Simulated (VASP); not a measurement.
# Bi (R-3m) in VASP: single point with LDA

Aim: the single point of Bi with LDA.

All numbers are computed with VASP 6.6.1; they aren't measurements. Logs are shortened: lines on timing, memory, paths and dates and some standing lists are left out, and cuts for length are marked.

**1. The cell of the first run**

The structure is trigonal, space group R-3m (No. 166). The conventional cell has a = 4.637 Å, b = 4.637 Å, c = 11.862 Å, α = 90.00°, β = 90.00°, γ = 120.00°. Within 4.1 Å of Bi (site symmetry 3m) lie 6 Bi at 3.12 to 3.57 Å.

**2. Single point, LDA (equal xx and yy strain of +2 %)**

Input file INCAR:

```
PREC = Accurate
ENCUT = 520
EDIFF = 1E-7
ISMEAR = -1
SIGMA = 0.03
LREAL = False
LASPH = True
NELM = 60
ALGO = Normal
ISIF = 2
LWAVE = False
LCHARG = False
NBANDS = 22
```

Input file KPOINTS:

```
regular mesh
0
Gamma
  11 11 11
```

Input file POSCAR:

```
Bi
1.0
    2.3184596720      1.3385633157      3.9540000000
   -2.3184596720      1.3385633157      3.9540000000
    0.0000000000     -2.6771266314      3.9540000000
Bi
2
Direct
    0.2338900000      0.2338900000      0.2338900000
    0.7661100000      0.7661100000      0.7661100000
```

Potentials or basis: VASP PAW LDA potentials, release 64 (Bi_d).

Started as:

```
$ cat potpaw_LDA.64/Bi_d/POTCAR > POTCAR
$ mpirun -np 1 vasp_std > vasp.out
```

OUTCAR:

```text
PREC = Accurate
   ENCUT = 520
   EDIFF = 1E-7
   ISMEAR = -1
   LREAL = False
   LASPH = True
   NELM = 60
   ISIF = 2

 ion  position               nearest neighbor table
   1  0.234  0.234  0.234-   2 3.12   2 3.12   2 3.12   2 3.57   2 3.57   2 3.57
   2  0.766  0.766  0.766-   1 3.12   1 3.12   1 3.12   1 3.57   1 3.57   1 3.57

  LATTYP: Found a trigonal (rhomboedric) cell.
 ALAT       =     4.7750521464
 COS(alpha) =     0.5285096045

  Lattice vectors:

 A1 = (   2.3184596720,   1.3385633157,   3.9540000000)
 A2 = (  -2.3184596720,   1.3385633157,   3.9540000000)
 A3 = (   0.0000000000,  -2.6771266314,   3.9540000000)

Analysis of symmetry for initial positions (statically):
=====================================================================
 Subroutine PRICEL returns:
 Original cell was already a primitive cell.

 Routine SETGRP: Setting up the symmetry group for a
 trigonal (rhombohedral) supercell.

 Subroutine GETGRP returns: Found 12 space group operations
 (whereof 12 operations were pure point group operations)
 out of a pool of 12 trial point group operations.

The static configuration has the point symmetry D_3d.

Analysis of symmetry for dynamics (positions and initial velocities):
=====================================================================
 Subroutine PRICEL returns:
 Original cell was already a primitive cell.

 Routine SETGRP: Setting up the symmetry group for a
 trigonal (rhombohedral) supercell.

 Subroutine GETGRP returns: Found 12 space group operations
 (whereof 12 operations were pure point group operations)
 out of a pool of 12 trial point group operations.

The dynamic configuration has the point symmetry D_3d.

 Subroutine INISYM returns: Found 12 space group operations
 (whereof 12 operations are pure point group operations),
 and found     1 'primitive' translations

----------------------------------------------------------------------------------------

                                     Primitive cell

  volume of cell :      73.6252

  direct lattice vectors                    reciprocal lattice vectors
     2.318459672  1.338563316  3.954000000     0.215660426  0.124511605  0.084302816
    -2.318459672  1.338563316  3.954000000    -0.215660426  0.124511605  0.084302816
     0.000000000 -2.677126631  3.954000000     0.000000000 -0.249023210  0.084302816

  length of vectors
     4.775052146  4.775052146  4.775052146     0.262905922  0.262905922  0.262905922

  position of ions in fractional coordinates (direct lattice)
     0.233890000  0.233890000  0.233890000
     0.766110000  0.766110000  0.766110000

  ion indices of the primitive-cell ions
   primitive index   ion index
                 1           1
                 2           2

----------------------------------------------------------------------------------------

 KPOINTS: regular mesh

Automatic generation of k-mesh.
 Grid dimensions read from file:
 generate k-points for:   11   11   11

 Generating k-lattice:

  Cartesian coordinates                     Fractional coordinates (reciprocal lattice)
     0.019605493  0.011319237  0.007663892     0.090909091 -0.000000000 -0.000000000
    -0.019605493  0.011319237  0.007663892    -0.000000000  0.090909091 -0.000000000
     0.000000000 -0.022638474  0.007663892    -0.000000000 -0.000000000  0.090909091

  Length of vectors
     0.023900538  0.023900538  0.023900538

  Shift w.r.t. Gamma in fractional coordinates (k-lattice)
     0.000000000  0.000000000  0.000000000

 Subroutine IBZKPT returns following result:
 ===========================================

 Found    146 irreducible k-points:

 Following reciprocal coordinates:
            Coordinates               Weight
  0.000000  0.000000  0.000000      1.000000
  0.090909  0.000000  0.000000      6.000000
  0.181818  0.000000  0.000000      6.000000
  0.272727 -0.000000  0.000000      6.000000
  0.363636  0.000000  0.000000      6.000000
  0.454545 -0.000000  0.000000      6.000000
[... 16 lines left out ...]
 -0.272727  0.181818  0.000000     12.000000
 -0.181818  0.181818  0.000000      6.000000
 [... further k-points ...]
   k-points           NKPTS =    146   k-points in BZ     NKDIM =    146   number of bands    NBANDS=     22
   number of dos      NEDOS =    301   number of ions     NIONS =      2
   total plane-waves  NPLWV =  46656
   dimension x,y,z NGX =    36 NGY =   36 NGZ =   36
   dimension x,y,z NGXF=    72 NGYF=   72 NGZF=   72
   ions per type =               2
   NGX,Y,Z   is equivalent  to a cutoff of  12.53, 12.53, 12.53 a.u.
   NGXF,Y,Z  is equivalent  to a cutoff of  25.07, 25.07, 25.07 a.u.
 SYSTEM =  unknown system
   PREC   = accura    normal or accurate (medium, high low for compatibility)
   ISTART =      0    job   : 0-new  1-cont  2-samecut
   ICHARG =      2    charge: 1-file 2-atom 10-const
   ISPIN  =      1    spin polarized calculation?
   LNONCOLLINEAR =      F non collinear calculations
   LSORBIT =      F    spin-orbit coupling
   LASPH  =      T    aspherical Exc in radial PAW
   ENCUT  =  520.0 eV  38.22 Ry    6.18 a.u.   8.88  8.88  8.88*2*pi/ulx,y,z
   NELM   =     60;   NELMIN=  2; NELMDL= -5     # of ELM steps
   EDIFF  = 0.1E-06   stopping-criterion for ELM
   LREAL  =      F    real-space projection
   EDIFFG = 0.1E-05   stopping-criterion for IOM
   NSW    =      0    number of steps for IOM
   IBRION =     -1    ionic relax: 0-MD 1-quasi-New 2-CG
   NFREE  =      0    steps in history (QN), initial steepest desc. (CG)
   ISIF   =      2    stress and relaxation
   ISYM   =      2    0-nonsym 1-usesym 2-fastsym
   POTIM  = 0.5000    time-step for ionic-motion
   TEBEG  =    0.0;   TEEND  =   0.0 temperature during run
   PSTRESS=    0.0 pullay stress
   NELECT =      30.0000    total number of electrons
   NUPDOWN=      -1.0000    fix difference up-down
   EMIN   =  10.00;   EMAX   =-10.00  energy-range for DOS
   EFERMI =   0.00;   METHOD = LEGACY
   ISMEAR =    -1;   SIGMA  =   0.03  broadening in eV -4-tet -1-fermi 0-gaus
   EFERMI_NEDOS =   21; number of points for ismear=-14 and -15
   IALGO  =     38    algorithm
   IMIX   =      4    mixing-type and parameters
     AMIX     =   0.40;   BMIX     =  1.00
     AMIX_MAG =   1.60;   BMIX_MAG =  1.00
  volume/ion in A,a.u.               =      36.81       248.42
  Fermi-wavevector in a.u.,A,eV,Ry     =   1.213686  2.293535 20.041851  1.473034
  Thomas-Fermi vector in A             =   2.349130
   LORBIT       =      0    0 simple, 1 ext, 2 COOP (PROOUT), +10 PAW based schemes
   GGA     = CA    functional components
   LHFCALC =     F    Hartree Fock is set to
   AEXX    =    0.0000 exact exchange contribution
   IVDW    =     0    specifies the selected vdW correction
   LEPSILON=     F    determine dielectric tensor
   LRPA    =     F    only Hartree local field effects (RPA)
 non-spin polarized calculation
  energy-cutoff  :      520.00
  volume of cell :       73.63
 maximum number of plane-waves:      2004
   NGX = 17   NGY = 17   NGZ = 17

 number of electron      30.0000002 magnetization

 Free energy of the ion-electron system (eV)
  ---------------------------------------------------
  ext. energy  EPLUGINS =         0.00000000
  ---------------------------------------------------
  free energy    TOTEN  =        -9.05572283 eV

  energy without entropy =       -9.05505668  energy(sigma->0) =       -9.05538976

 E-fermi :   5.4979     XC(G=0):  -9.5953

 val. band max:        5.4927205124   @ k =   0.2727   0.2727   0.1818
 cond. band min:       5.6681569885   @ k =   0.4545   0.0909   0.0909
 fundamental gap:      0.1754364762
 Fermi energy:         5.4979059383

 k-point     1 :       0.0000    0.0000    0.0000
  band No.  band energies     occupation
      1     -17.2338      2.00000
      2     -17.2338      2.00000
      3     -17.1002      2.00000
      4     -17.1002      2.00000
      5     -17.0824      2.00000
      6     -16.9408      2.00000
[... 14 lines left out ...]
     21      11.2944      0.00000
     22      11.4536      0.00000

 k-point     2 :       0.0909    0.0000    0.0000
  band No.  band energies     occupation
      1     -17.2286      2.00000
      2     -17.2271      2.00000
      3     -17.0977      2.00000
      4     -17.0961      2.00000
      5     -17.0790      2.00000
      6     -16.9441      2.00000
[... 14 lines left out ...]
     21      11.3652      0.00000
     22      12.1439      0.00000

 k-point     3 :       0.1818    0.0000    0.0000
  band No.  band energies     occupation
      1     -17.2137      2.00000
      2     -17.2076      2.00000
      3     -17.0911      2.00000
      4     -17.0845      2.00000
      5     -17.0686      2.00000
      6     -16.9550      2.00000
[... 14 lines left out ...]
     21      11.6947      0.00000
     22      13.4611      0.00000

 k-point     4 :       0.2727   -0.0000    0.0000
  band No.  band energies     occupation
      1     -17.1917      2.00000
      2     -17.1769      2.00000
      3     -17.0824      2.00000
      4     -17.0668      2.00000
      5     -17.0516      2.00000
      6     -16.9743      2.00000
[... 14 lines left out ...]
     21      12.3380      0.00000
     22      14.9388      0.00000

 k-point     5 :       0.3636    0.0000    0.0000
  band No.  band energies     occupation
      1     -17.1678      2.00000
      2     -17.1383      2.00000
      3     -17.0740      2.00000
      4     -17.0455      2.00000
      5     -17.0318      2.00000
      6     -16.9987      2.00000
[... 14 lines left out ...]
     21      13.2452      0.00000
     22      15.4729      0.00000

 k-point     6 :       0.4545   -0.0000    0.0000
  band No.  band energies     occupation
      1     -17.1509      2.00000
      2     -17.0988      2.00000
      3     -17.0684      2.00000
      4     -17.0434      2.00000
      5     -17.0247      2.00000
      6     -16.9988      2.00000
[... 14 lines left out ...]
     21      14.3353      0.00000
     22      14.4371      0.00000

 k-point     7 :       0.0909    0.0909    0.0000
  band No.  band energies     occupation
      1     -17.2330      2.00000
      2     -17.2196      2.00000
      3     -17.0991      2.00000
      4     -17.0939      2.00000
      5     -17.0778      2.00000
      6     -16.9453      2.00000
[... 324 lines left out ...]
      6     -17.0092      2.00000
[... 14 lines left out ...]
     21      14.6168      0.00000
     22      14.9111      0.00000

 k-point    21 :      -0.4545    0.1818   -0.0000
  band No.  band energies     occupation
      1     -17.1721      2.00000
      2     -17.0892      2.00000
      3     -17.0600      2.00000
      4     -17.0443      2.00000
      5     -17.0317      2.00000
      6     -16.9989      2.00000
[... 14 lines left out ...]
     21      13.9490      0.00000
     22      15.3569      0.00000

 k-point    22 :      -0.3636    0.1818    0.0000
  band No.  band energies     occupation
      1     -17.1775      2.00000
      2     -17.0730      2.00000
      3     -17.0649      2.00000
      4     -17.0574      2.00000
      5     -17.0288      2.00000
      6     -17.0056      2.00000
[... 14 lines left out ...]
     21      13.1222      0.00000
     22      15.4978      0.00000

 k-point    23 :      -0.2727    0.1818    0.0000
  band No.  band energies     occupation
      1     -17.1928      2.00000
      2     -17.1059      2.00000
      3     -17.0715      2.00000
      4     -17.0565      2.00000
      5     -17.0256      2.00000
      6     -17.0073      2.00000
[... 14 lines left out ...]
     21      14.0922      0.00000
     22      14.8275      0.00000

 k-point    24 :      -0.1818    0.1818    0.0000
  band No.  band energies     occupation
      1     -17.2067      2.00000
      2     -17.1454      2.00000
      3     -17.0803      2.00000
      4     -17.0708      2.00000
      5     -17.0322      2.00000
      6     -16.9955      2.00000
[... 14 lines left out ...]
     21      13.3682      0.00000
     22      13.7761      0.00000

 [... further k-points ...]

------------------------ aborting loop because EDIFF is reached ----------------------------------------

  FORCE on cell =-STRESS in cart. coord.  units (eV):
  Direction    XX          YY          ZZ          XY          YZ          ZX
  --------------------------------------------------------------------------------------
  -------------------------------------------------------------------------------------
  Total       -1.7456725     -1.7456725     -1.2843825      0.0000000      0.0000000      0.0000000
  in kB      -37.9880479    -37.9880479    -27.9497920      0.0000000      0.0000000      0.0000000
  external PRESSURE =     -34.6419626 kB  Pullay stress =       0.0000000 kB

 VOLUME and BASIS-vectors are now :
 -----------------------------------------------------------------------------
  energy-cutoff  :      520.00
  volume of cell :       73.63
      direct lattice vectors                 reciprocal lattice vectors
     2.318459672  1.338563316  3.954000000     0.215660426  0.124511605  0.084302816
    -2.318459672  1.338563316  3.954000000    -0.215660426  0.124511605  0.084302816
     0.000000000 -2.677126631  3.954000000     0.000000000 -0.249023210  0.084302816

 POSITION                                       TOTAL-FORCE (eV/Angst)
 -----------------------------------------------------------------------------------
      0.00000      0.00000      2.77440         0.000000      0.000000     -0.069919
      0.00000      0.00000      9.08760         0.000000     -0.000000      0.069919
 -----------------------------------------------------------------------------------
    total drift:                                0.000000     -0.000000      0.000000

  FREE ENERGIE OF THE ION-ELECTRON SYSTEM (eV)
  ---------------------------------------------------
  free  energy   TOTEN  =        -9.0557228298 eV

  energy  without entropy=       -9.0550566816  energy(sigma->0) =       -9.05538976
```

Wall time 2 min (1 thread of Intel Xeon Platinum 8488C (Sapphire Rapids), shared host); peak memory 0.29 GiB.

What came out:

```yaml
Free_energy: -9.0557 eV
Pressure: -3.5 GPa
Largest_force: 0.070 eV/Å
Band_gap_on_the_k_mesh: zero (band 15 reaches 5.49 eV, above the bottom of band 16 at 5.46 eV)
```

Forces in eV/Å, atoms in the order of the input:
```
Bi   0.000  0.000 -0.070
Bi   0.000  0.000  0.070
```

Stress tensor (GPa, compression positive):
```
-3.80  0.00  0.00
 0.00 -3.80  0.00
 0.00  0.00 -2.79
```

Levels at points of the mesh, in eV from the Fermi level:
| k point | band 13 | band 14 | band 15 | band 16 | band 17 | band 18 |
| --- | --- | --- | --- | --- | --- | --- |
| (0.00, 0.00, 0.00) | -1.20 | -1.15 | -1.15 | 2.47 | 2.93 | 2.93 |

Caveat: the cell differs from its parent crystal (equal xx and yy strain of +2 %); spin-orbit coupling is left out, which moves the levels of the heavy elements.
